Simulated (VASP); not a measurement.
# Pb (Fm-3m) in VASP: a series of runs, part 2 of 3

VASP 6.6.1. The steps go on from the part before.

### Step 4. Single point, revPBE+D4

This run uses another cell than the first one, of 30.93 Å³/atom, 0.981 times its volume.

INCAR reads:

```
  PREC = Accurate
  ENCUT = 520
  EDIFF = 1E-7
  ISMEAR = -1
  SIGMA = 0.05
  LREAL = F
  LASPH = T
  NELM = 80
  ALGO = Normal
  ISIF = 2
  LWAVE = F
  LCHARG = F
  GGA = RE
  IVDW = 13
  NBANDS = 13
```

KPOINTS reads:

```
regular mesh
0
Gamma
  9 9 9
```

POSCAR reads:

```
Pb
1.0
    0.0000000000      2.4914113386      2.4914113386
    2.4914113386      0.0000000000      2.4914113386
    2.4914113386      2.4914113386      0.0000000000
Pb
1
Direct
    0.0000000000      0.0000000000      0.0000000000
```

Potentials or basis: VASP PAW PBE potentials, release 64 (Pb_d).

On the command line:

```bash
$ cat potpaw_PBE.64/Pb_d/POTCAR > POTCAR
$ mpirun -np 1 vasp_std > vasp.out
```

OUTCAR:

```text
PREC = Accurate
   ENCUT = 520
   EDIFF = 1E-7
   ISMEAR = -1
   LREAL = F
   LASPH = T
   NELM = 80
   ISIF = 2
   GGA = RE
   IVDW = 13

 ion  position               nearest neighbor table
   1  0.000  0.000  0.000-

  LATTYP: Found a face centered cubic cell.
 ALAT       =     4.9828226772

  Lattice vectors:

 A1 = (   0.0000000000,   2.4914113386,   2.4914113386)
 A2 = (   2.4914113386,   0.0000000000,   2.4914113386)
 A3 = (   2.4914113386,   2.4914113386,   0.0000000000)

Analysis of symmetry for initial positions (statically):
[... 5 lines left out ...]
 face centered cubic supercell.

 Subroutine GETGRP returns: Found 48 space group operations
 (whereof 48 operations were pure point group operations)
 out of a pool of 48 trial point group operations.

The static configuration has the point symmetry O_h .

Analysis of symmetry for dynamics (positions and initial velocities):
[... 5 lines left out ...]
 face centered cubic supercell.

 Subroutine GETGRP returns: Found 48 space group operations
 (whereof 48 operations were pure point group operations)
 out of a pool of 48 trial point group operations.

The dynamic configuration has the point symmetry O_h .

 Subroutine INISYM returns: Found 48 space group operations
 (whereof 48 operations are pure point group operations),
 and found     1 'primitive' translations

----------------------------------------------------------------------------------------

                                     Primitive cell

  volume of cell :      30.9290

  direct lattice vectors                    reciprocal lattice vectors
     0.000000000  2.491411339  2.491411339    -0.200689462  0.200689462  0.200689462
     2.491411339  0.000000000  2.491411339     0.200689462 -0.200689462  0.200689462
     2.491411339  2.491411339  0.000000000     0.200689462  0.200689462 -0.200689462

  length of vectors
     3.523387704  3.523387704  3.523387704     0.347604344  0.347604344  0.347604344

  position of ions in fractional coordinates (direct lattice)
     0.000000000  0.000000000  0.000000000

[... 100 lines left out ...]
   GGA     = RE    functional components
   LHFCALC =     F    Hartree Fock is set to
   AEXX    =    0.0000 exact exchange contribution
   IVDW    =    13    specifies the selected vdW correction
   LEPSILON=     F    determine dielectric tensor
   LRPA    =     F    only Hartree local field effects (RPA)
 non-spin polarized calculation
  energy-cutoff  :      520.00
  volume of cell :       30.93
 maximum number of plane-waves:       869
 NGX is ok and might be reduce to    28
   NGX = 13   NGY = 13   NGZ = 13

 number of electron      14.0000000 magnetization

 Free energy of the ion-electron system (eV)
  ---------------------------------------------------
  ext. energy  EPLUGINS =         0.00000000
  ---------------------------------------------------
  free energy    TOTEN  =        -3.24761877 eV

  energy without entropy =       -3.24438196  energy(sigma->0) =       -3.24600037

 E-fermi :   7.0222     XC(G=0): -10.0197

 val. band max:        6.7988705140   @ k =  -0.3333   0.3333   0.1111
 cond. band min:       7.0346818867   @ k =  -0.2222   0.3333   0.1111
 fundamental gap:      0.2358113727
 Fermi energy:         7.0222440818

 k-point     1 :       0.0000    0.0000    0.0000
  band No.  band energies     occupation
      1      -9.9573      2.00000
      2      -9.9573      2.00000
      3      -9.9573      2.00000
      4      -9.8268      2.00000
      5      -9.8268      2.00000
      6      -4.4625      2.00000
      7      14.4353      0.00000
      8      14.4353      0.00000
      9      14.4353      0.00000
     10      16.8772      0.00000
     11      18.2135      0.00000
     12      19.4824      0.00000
     13      19.4824      0.00000
[... 354 lines left out ...]
  band No.  band energies     occupation
      1     -10.1047      2.00000
      2     -10.0178      2.00000
      3      -9.7145      2.00000
      4      -9.6773      2.00000
      5      -9.6773      2.00000
      6       0.0025      2.00000
      7       4.4913      2.00000
      8       9.2898      0.00000
      9       9.2898      0.00000
     10      12.5523      0.00000
     11      13.7623      0.00000
     12      25.2925      0.00000
     13      26.8736      0.00000

 [... further k-points ...]

------------------------ aborting loop because EDIFF is reached ----------------------------------------

  DFT-D4 for vdW energy calculation

  Edisp (eV):   -0.58585

  FORCE on cell =-STRESS in cart. coord.  units (eV):
  Direction    XX          YY          ZZ          XY          YZ          ZX
  --------------------------------------------------------------------------------------
  -------------------------------------------------------------------------------------
  Total      -0.11661    -0.11661    -0.11661     0.00000     0.00000    -0.00000
  in kB      -6.04079    -6.04079    -6.04079     0.00000     0.00000    -0.00000
  external pressure =       -6.04 kB  Pullay stress =        0.00 kB

 VOLUME and BASIS-vectors are now :
 -----------------------------------------------------------------------------
  energy-cutoff  :      520.00
  volume of cell :       30.93
      direct lattice vectors                 reciprocal lattice vectors
     0.000000000  2.491411339  2.491411339    -0.200689462  0.200689462  0.200689462
     2.491411339  0.000000000  2.491411339     0.200689462 -0.200689462  0.200689462
     2.491411339  2.491411339  0.000000000     0.200689462  0.200689462 -0.200689462

 POSITION                                       TOTAL-FORCE (eV/Angst)
 -----------------------------------------------------------------------------------
      0.00000      0.00000      0.00000         0.000000     -0.000000      0.000000
 -----------------------------------------------------------------------------------
    total drift:                               -0.000000     -0.000000     -0.000000

  FREE ENERGIE OF THE ION-ELECTRON SYSTEM (eV)
  ---------------------------------------------------
  free  energy   TOTEN  =        -3.8334708682 eV

  energy  without entropy=       -3.8302340530  energy(sigma->0) =       -3.83185246
```

OSZICAR:

```text
N       E                     dE             d eps       ncg     rms          rms(c)
DAV:   1     0.108842373613E+03    0.10884E+03   -0.71575E+03   920   0.125E+03
DAV:   2     0.209855446511E+01   -0.10674E+03   -0.10384E+03   935   0.307E+02
DAV:   3    -0.312940708026E+01   -0.52280E+01   -0.52165E+01  1143   0.747E+01
DAV:   4    -0.324951085871E+01   -0.12010E+00   -0.12008E+00  1119   0.121E+01
DAV:   5    -0.325542850458E+01   -0.59176E-02   -0.59175E-02  1277   0.251E+00    0.485E-01
DAV:   6    -0.324887880729E+01    0.65497E-02   -0.10384E-02  1165   0.175E+00    0.255E-01
DAV:   7    -0.324754968547E+01    0.13291E-02   -0.50466E-03  1175   0.114E+00    0.902E-02
DAV:   8    -0.324762202455E+01   -0.72339E-04   -0.48662E-04  1130   0.329E-01    0.104E-02
DAV:   9    -0.324761986895E+01    0.21556E-05   -0.11898E-05  1318   0.560E-02    0.511E-03
DAV:  10    -0.324761869829E+01    0.11707E-05   -0.12748E-06  1103   0.100E-02    0.430E-04
DAV:  11    -0.324761877324E+01   -0.74946E-07   -0.47086E-08   790   0.338E-03
   1 F= -.38334709E+01 E0= -.38318525E+01  d E =-.323682E-02
```

Wall time 16 s (1 thread of Intel Xeon Platinum 8259CL at 2.50GHz (Skylake/Cascade Lake), shared host); peak memory 0.16 GiB.

What came out:

- Free energy: -3.8335 eV
- Pressure: -0.6 GPa
- Band gap on the k mesh: zero (band 7 reaches 14.44 eV, above the bottom of band 8 at 5.65 eV)
- Dispersion energy per atom: -0.586 eV

Caveat: the PAW data sets were made with another functional, which shifts forces and pressure a little; spin-orbit coupling is left out, which moves the levels of the heavy elements; pairwise dispersion overbinds metals, which lowers pressure and volume.

### Step 5. Single point, revPBE+D4

INCAR reads:

```
ALGO = Normal ; EDIFF = 1E-7
ENCUT = 520 ; GGA = RE
ISIF = 2 ; ISMEAR = -1
IVDW = 13 ; LASPH = True
LCHARG = False ; LREAL = False
LWAVE = False ; NBANDS = 13
NELM = 100 ; PREC = Accurate
SIGMA = 0.05
```

KPOINTS reads:

```
k-points
0
Gamma
  9 9 9
```

POSCAR reads:

```
Pb
1.0
    0.0000000000      2.5075897876      2.5075897876
    2.5075897876      0.0000000000      2.5075897876
    2.5075897876      2.5075897876      0.0000000000
Pb
1
Direct
    0.0000000000      0.0000000000      0.0000000000
```

Potentials or basis: VASP PAW PBE potentials, release 64 (Pb_d).

On the command line:

```bash
$ cat potpaw_PBE.64/Pb_d/POTCAR > POTCAR
$ mpirun -np 1 vasp_std > vasp.out
```

OUTCAR:

```text
EDIFF = 1E-7
   ENCUT = 520
   GGA = RE
   ISIF = 2
   ISMEAR = -1
   IVDW = 13
   LASPH = True
   LREAL = False
   NELM = 100
   PREC = Accurate

 ion  position               nearest neighbor table
   1  0.000  0.000  0.000-

  LATTYP: Found a face centered cubic cell.
 ALAT       =     5.0151795752

  Lattice vectors:

 A1 = (   0.0000000000,   2.5075897876,   2.5075897876)
 A2 = (   2.5075897876,   0.0000000000,   2.5075897876)
 A3 = (   2.5075897876,   2.5075897876,   0.0000000000)

Analysis of symmetry for initial positions (statically):
[... 5 lines left out ...]
 face centered cubic supercell.

 Subroutine GETGRP returns: Found 48 space group operations
 (whereof 48 operations were pure point group operations)
 out of a pool of 48 trial point group operations.

The static configuration has the point symmetry O_h .

Analysis of symmetry for dynamics (positions and initial velocities):
[... 5 lines left out ...]
 face centered cubic supercell.

 Subroutine GETGRP returns: Found 48 space group operations
 (whereof 48 operations were pure point group operations)
 out of a pool of 48 trial point group operations.

The dynamic configuration has the point symmetry O_h .

 Subroutine INISYM returns: Found 48 space group operations
 (whereof 48 operations are pure point group operations),
 and found     1 'primitive' translations

----------------------------------------------------------------------------------------

                                     Primitive cell

  volume of cell :      31.5355

  direct lattice vectors                    reciprocal lattice vectors
     0.000000000  2.507589788  2.507589788    -0.199394655  0.199394655  0.199394655
     2.507589788  0.000000000  2.507589788     0.199394655 -0.199394655  0.199394655
     2.507589788  2.507589788  0.000000000     0.199394655  0.199394655 -0.199394655

  length of vectors
     3.546267486  3.546267486  3.546267486     0.345361673  0.345361673  0.345361673

  position of ions in fractional coordinates (direct lattice)
     0.000000000  0.000000000  0.000000000

  ion indices of the primitive-cell ions
   primitive index   ion index
[... 99 lines left out ...]
   LHFCALC =     F    Hartree Fock is set to
   AEXX    =    0.0000 exact exchange contribution
   IVDW    =    13    specifies the selected vdW correction
   LEPSILON=     F    determine dielectric tensor
   LRPA    =     F    only Hartree local field effects (RPA)
 non-spin polarized calculation
  energy-cutoff  :      520.00
  volume of cell :       31.54
 maximum number of plane-waves:       869
   NGX = 13   NGY = 13   NGZ = 13

 number of electron      14.0000002 magnetization

 Free energy of the ion-electron system (eV)
  ---------------------------------------------------
  ext. energy  EPLUGINS =         0.00000000
  ---------------------------------------------------
  free energy    TOTEN  =        -3.25514066 eV

  energy without entropy =       -3.25179328  energy(sigma->0) =       -3.25346697

 E-fermi :   6.8164     XC(G=0):  -9.9268

 val. band max:        6.5971255940   @ k =  -0.3333   0.3333   0.1111
 cond. band min:       6.8379277318   @ k =  -0.2222   0.3333   0.1111
 fundamental gap:      0.2408021378
 Fermi energy:         6.8163831730

 k-point     1 :       0.0000    0.0000    0.0000
  band No.  band energies     occupation
      1     -10.1566      2.00000
      2     -10.1566      2.00000
      3     -10.1566      2.00000
      4     -10.0338      2.00000
      5     -10.0338      2.00000
      6      -4.5467      2.00000
      7      14.0731      0.00000
      8      14.0731      0.00000
      9      14.0731      0.00000
     10      16.6519      0.00000
     11      17.7569      0.00000
     12      19.1322      0.00000
     13      19.1322      0.00000
[... 354 lines left out ...]
  band No.  band energies     occupation
      1     -10.2947      2.00000
      2     -10.2118      2.00000
      3      -9.9277      2.00000
      4      -9.8924      2.00000
      5      -9.8924      2.00000
      6      -0.2122      2.00000
      7       4.3274      2.00000
      8       9.0548      0.00000
      9       9.0548      0.00000
     10      12.2875      0.00000
     11      13.4936      0.00000
     12      24.9692      0.00000
     13      26.4392      0.00000

 [... further k-points ...]

------------------------ aborting loop because EDIFF is reached ----------------------------------------

  DFT-D4 for vdW energy calculation

  Edisp (eV):   -0.57486

  FORCE on cell =-STRESS in cart. coord.  units (eV):
  Direction    XX          YY          ZZ          XY          YZ          ZX
  --------------------------------------------------------------------------------------
  -------------------------------------------------------------------------------------
  Total      -0.26999    -0.26999    -0.26999    -0.00000     0.00000    -0.00000
  in kB     -13.71683   -13.71683   -13.71683    -0.00000     0.00000    -0.00000
  external pressure =      -13.72 kB  Pullay stress =        0.00 kB

 VOLUME and BASIS-vectors are now :
 -----------------------------------------------------------------------------
  energy-cutoff  :      520.00
  volume of cell :       31.54
      direct lattice vectors                 reciprocal lattice vectors
     0.000000000  2.507589788  2.507589788    -0.199394655  0.199394655  0.199394655
     2.507589788  0.000000000  2.507589788     0.199394655 -0.199394655  0.199394655
     2.507589788  2.507589788  0.000000000     0.199394655  0.199394655 -0.199394655

 POSITION                                       TOTAL-FORCE (eV/Angst)
 -----------------------------------------------------------------------------------
      0.00000      0.00000      0.00000         0.000000      0.000000     -0.000000
 -----------------------------------------------------------------------------------
    total drift:                               -0.000000     -0.000000     -0.000000

  FREE ENERGIE OF THE ION-ELECTRON SYSTEM (eV)
  ---------------------------------------------------
  free  energy   TOTEN  =        -3.8299994332 eV

  energy  without entropy=       -3.8266520470  energy(sigma->0) =       -3.82832574
```

OSZICAR:

```text
N       E                     dE             d eps       ncg     rms          rms(c)
DAV:   1     0.103748435405E+03    0.10375E+03   -0.71234E+03   928   0.124E+03
DAV:   2     0.171198764861E+01   -0.10204E+03   -0.99359E+02   940   0.307E+02
DAV:   3    -0.315017150592E+01   -0.48622E+01   -0.48466E+01  1118   0.715E+01
DAV:   4    -0.325781632311E+01   -0.10764E+00   -0.10762E+00  1144   0.117E+01
DAV:   5    -0.326231345105E+01   -0.44971E-02   -0.44970E-02  1276   0.220E+00    0.469E-01
DAV:   6    -0.325617247260E+01    0.61410E-02   -0.96468E-03  1206   0.170E+00    0.250E-01
DAV:   7    -0.325504770661E+01    0.11248E-02   -0.48828E-03  1185   0.112E+00    0.908E-02
DAV:   8    -0.325514260982E+01   -0.94903E-04   -0.48069E-04  1150   0.327E-01    0.103E-02
DAV:   9    -0.325514156864E+01    0.10412E-05   -0.11173E-05  1263   0.541E-02    0.482E-03
DAV:  10    -0.325514057987E+01    0.98876E-06   -0.13039E-06  1098   0.116E-02    0.393E-04
DAV:  11    -0.325514066413E+01   -0.84261E-07   -0.52137E-08   810   0.353E-03
   1 F= -.38299994E+01 E0= -.38283257E+01  d E =-.334739E-02
```

Run time: 15 s. Hardware: 1 thread of Intel Xeon Platinum 8259CL at 2.50GHz (Skylake/Cascade Lake), shared host; peak memory 0.16 GiB.

Results:

```
Free energy                : -3.8300 eV
Pressure                   : -1.4 GPa
Band gap on the k mesh     : zero (band 7 reaches 14.07 eV, above the bottom of band 8 at 5.48 eV)
Dispersion energy per atom : -0.575 eV
```

Caveat: the PAW data sets were made with another functional, which shifts forces and pressure a little; spin-orbit coupling is left out, which moves the levels of the heavy elements; pairwise dispersion overbinds metals, which lowers pressure and volume.

(Part 2 of 3 ends here.)
